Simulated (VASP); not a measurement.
Tm3C2:

```xyz
5
Lattice="5.8145 0.0000 0.0000 -2.9072 5.0355 0.0000 0.0000 0.0000 3.6971" Properties=species:S:1:pos:R:3 pbc="T T T"
Tm    2.9072    0.0000    1.8486
Tm   -1.4536    2.5177    1.8486
Tm    1.4536    2.5177    1.8486
C     0.0000    0.0000    3.0486
C     0.0000    0.0000    0.6486
```

The cell was generated, and may not be a known phase.

| Item | Value |
| --- | --- |
| Program | VASP 6.6.1 |
| Task | relaxation of cell and atoms |
| Functional | PBE |
| Potentials or basis | VASP PAW PBE potentials, release 64 (Tm_3, C), 4f in core |
| Cutoff | 600 eV |
| k mesh | 3 × 3 × 6 |
| Occupations | gaussian, width 0.1 eV |
| Spin | no spin polarisation |

At the start: pressure 0.8 GPa; volume 21.65 Å³/atom.

Problem. Where does the relaxation end?

Solution. Over 5 steps the energy falls by 3.7 meV/atom and the volume is 21.91 Å³/atom (+1.2 %); space group P6/mmm (No. 191, to 0.1 Å) before and after.

The path:
| step | energy change (eV) | largest force (eV/Å) | pressure (GPa) | volume (Å³) |
| --- | --- | --- | --- | --- |
| 1 | 0.0000 | 0.7121 | 0.85 | 108.25 |
| 2 | 0.0624 | 2.2336 | -2.41 | 110.05 |
| 3 | -0.0066 | 0.0920 | 0.04 | 108.65 |
| 4 | -0.0154 | 0.0348 | -0.09 | 109.09 |
| 5 | -0.0185 | 0.0164 | -0.19 | 109.57 |

Final structure:
```
Tm C
1.0
     5.89398    0.00000    0.00000
    -2.94699    5.10433    0.00000
     0.00000    0.00000    3.64195
Tm C
3 2
Cartesian
  0.0000 5.1043 1.8210
  -1.4735 2.5522 1.8210
  1.4735 2.5522 1.8210
  0.0000 0.0000 2.9882
  0.0000 0.0000 0.6538
```

Caveat: the k points lie up to 0.41 Å⁻¹ apart in the final cell, too coarse for converged energies and pressures of a metal.
